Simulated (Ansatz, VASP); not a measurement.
**One calculation of Si3Se2, two programs**

Contents of INCAR:

```
SYSTEM = Si3Se2
  PREC = Accurate
  ENCUT = 500
  EDIFF = 1E-7
  ISMEAR = 0
  SIGMA = 0.2
  LREAL = .False.
  LASPH = .True.
  NELM = 120
  ALGO = Normal
  ISIF = 3
  LWAVE = .False.
  LCHARG = .False.
  GGA = PE
  IBRION = 2
  NSW = 36
  EDIFFG = -0.08
  GGA_COMPAT = .False.
  NELMIN = 4
```

Contents of KPOINTS:

```
regular mesh
0
Gamma
  5 5 2
  0 0 0
```

Contents of POSCAR:

```
Si3Se2
1.0
    3.7500000000      0.0000000000      0.0000000000
   -1.8750000000      3.2475952600      0.0000000000
    0.0000000000      0.0000000000      8.4000000000
Si Se
3 2
Direct
    0.3333333300      0.6666666700      0.4500000000
    0.6666666700      0.3333333300      0.5500000000
    0.0000000000      0.0000000000      0.0000000000
    0.6666666700      0.3333333300      0.8330000000
    0.3333333300      0.6666666700      0.1670000000
```

Input for Ansatz:

```yaml
crystal:
  lattice:
    - [3.75, 0.0, 0.0]
    - [-1.875, 3.24759526, 0.0]
    - [0.0, 0.0, 8.4]
  atoms:
    - { symbol: Si, position: [0.33333333, 0.66666667, 0.45] }
    - { symbol: Si, position: [0.66666667, 0.33333333, 0.55] }
    - { symbol: Si, position: [0.0, 0.0, 0.0] }
    - { symbol: Se, position: [0.66666667, 0.33333333, 0.833] }
    - { symbol: Se, position: [0.33333333, 0.66666667, 0.167] }
basis:
  ecutwfc: 420
kpoints:
  mp_grid: { grid: [5, 5, 2] }
hamiltonian:
  xc: pbe
scf:
  occupations: { method: gaussian, width: 0.2 }
  lower_state_search: "off"
output:
  forces: true
  stress: true
  eigenvalues: true
relax:
  adjacent_minimum: "off"
  f_tol: 0.08
  max_steps: 16
  cell: { stress_tol: 0.8 }
```

Alike in both runs: task relaxation of cell and atoms; functional PBE; k mesh 5 × 5 × 2; occupations gaussian, width 0.2 eV; no spin polarisation.

|  | VASP | Ansatz |
| --- | --- | --- |
| version | VASP 6.6.1 | Ansatz 0.2.0 |
| potentials or method | VASP PAW PBE potentials, release 64 (Si, Se), cutoff 500 eV | scalar-relativistic, plane waves, PAW |
| valence electrons in the cell | 24 | 44 |

```csv
,VASP,Ansatz,Ansatz less VASP
"gap on the k mesh at the Fermi level, each at its own relaxed structure (eV)",0.42,0.45,+0.032
relaxed volume (Å³/atom),22.78,22.84,+0.064
relaxed cell length with the largest relative difference (Å),8.333,8.369,+0.0357
```

VASP's potentials hold 24 valence electrons a cell and Ansatz's 44, so a difference there can come from the potentials and not from the codes.
